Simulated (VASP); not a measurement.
Crystal: InSe.

```
CELL_PARAMETERS angstrom
2.00000 1.15470 8.44000
-2.00000 1.15470 8.44000
0.00000 -2.30940 8.44000
ATOMIC_POSITIONS crystal
In 0.00000 0.00000 0.00000
In 0.11140 0.11140 0.11140
Se 0.61650 0.61650 0.61650
Se 0.82810 0.82810 0.82810
```

Base run:

- Program: VASP 6.6.1
- Functional: PBEsol
- Potentials or basis: VASP PAW PBE potentials, release 64 (In_d, Se)
- Cutoff: 520 eV
- k mesh: 6 × 6 × 6
- Occupations: gaussian, width 0.01 eV
- Spin: no spin polarisation

Its results: band gap on the k mesh 0.33 eV, direct; pressure 0.2 GPa; largest force 0.318 eV/Å.

The run is repeated on the same cell with these changes: functional from PBEsol to BLYP. What comes out?

Band gap on the k mesh 0.39 eV, direct; pressure 5.8 GPa; largest force 0.456 eV/Å.

BLYP binds less tightly than PBEsol, so the same cell stands under more pressure.

Caveats: the PAW data sets were made with another functional, which shifts forces and pressure a little; spin-orbit coupling is left out, which moves the levels of the heavy elements.

A k mesh can miss the band edges.
